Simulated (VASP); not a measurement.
Runs of VASP 6.6.1 on CsCl. Symmetry: Pm-3m, No. 221, cubic system. The conventional cell has a = 4.141 Å, b = 4.141 Å, c = 4.141 Å, α = 90.00°, β = 90.00°, γ = 90.00°. Cs (site symmetry m-3m) has 8 Cl at 3.59 Å and 6 Cs at 4.14 Å within 4.7 Å. Cl (site symmetry m-3m) has 8 Cs at 3.59 Å and 6 Cl at 4.14 Å within 4.7 Å. 

```csv
level,k mesh,cutoff (eV),grid for exact exchange (PRECFOCK),share of exact exchange,screening parameter,gap on the mesh (eV),pressure (GPa)
PBE,2 × 2 × 2,500,-,-,-,5.17,1.6
PBE,4 × 4 × 4,500,-,-,-,5.20,0.8
HSE06,4 × 4 × 4,400,Normal,0.25,0.2079 1/Å,6.51,(b)
PBE-based screened hybrid with 100 % exact exchange,4 × 4 × 4,400,Normal,1,0.2078 1/Å,(a),-0.8
```

Alike in all rows: task single point; potentials or basis VASP PAW PBE potentials, release 64 (Cs_sv, Cl); no spin polarisation; cell as given; smearing gaussian 0.01 eV.

**Question.** Estimate the missing entries.

**Answer.** (a) 10.63; (b) 0.4.

Caveats: some runs use coarse meshes; spin-orbit coupling is left out, which moves the levels of the heavy elements; the PAW data sets were made with another functional, which shifts forces and pressure a little (at least some runs).

A k mesh can miss the band edges, and the runs leave out spin-orbit coupling on Cs.
